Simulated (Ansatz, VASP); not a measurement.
Two plane-wave programs on Be

File INCAR:

```
ALGO = Normal
EDIFF = 1E-8
ENCUT = 520
GGA = PS
ISIF = 2
ISMEAR = -1
LASPH = True
LCHARG = False
LEFG = True
LREAL = False
LWAVE = False
NBANDS = 7
NELM = 100
PREC = Accurate
SIGMA = 0.03
```

The input KPOINTS:

```
k-points
0
Gamma
  23 23 23
```

File POSCAR:

```
Be
1.0
   -1.2489298800      1.2489298800      1.2489298800
    1.2489298800     -1.2489298800      1.2489298800
    1.2489298800      1.2489298800     -1.2489298800
Be
1
Direct
    0.0000000000      0.0000000000      0.0000000000
```

Input for Ansatz:

```yaml
crystal:
  lattice:
    - [-1.24892988, 1.24892988, 1.24892988]
    - [1.24892988, -1.24892988, 1.24892988]
    - [1.24892988, 1.24892988, -1.24892988]
  atoms:
    - { symbol: Be, position: [0.0, 0.0, 0.0] }
kpoints:
  mp_grid: { grid: [23, 23, 23] }
scf:
  occupations: { method: fermi_dirac, width: 0.03 }
hamiltonian:
  xc: pbesol
  pseudopotentials: { kind: paw }
output:
  forces: true
  stress: true
  eigenvalues: true
  efg: { contact_densities: true }
```

Change from the starting cell: volume scaled by 0.99, PAW files.

Alike in both runs: task electric field gradients; functional PBEsol; k mesh 23 × 23 × 23; occupations fermi-dirac, width 0.03 eV; no spin polarisation.

```csv
,VASP,Ansatz
version,VASP 6.6.1,Ansatz 0.2.0
potentials or method,"VASP PAW PBE potentials, release 64 (Be)","PAW with Ansatz's default frozen-core files, scalar-relativistic"
plane-wave cutoff (eV),520,420
valence electrons in the cell,2,2
```

|  | VASP | Ansatz | Ansatz less VASP |
| --- | --- | --- | --- |
| pressure (GPa) | -0.4 | -0.8 | -0.37 |

VASP's potentials were made for PBE, not for PBEsol.
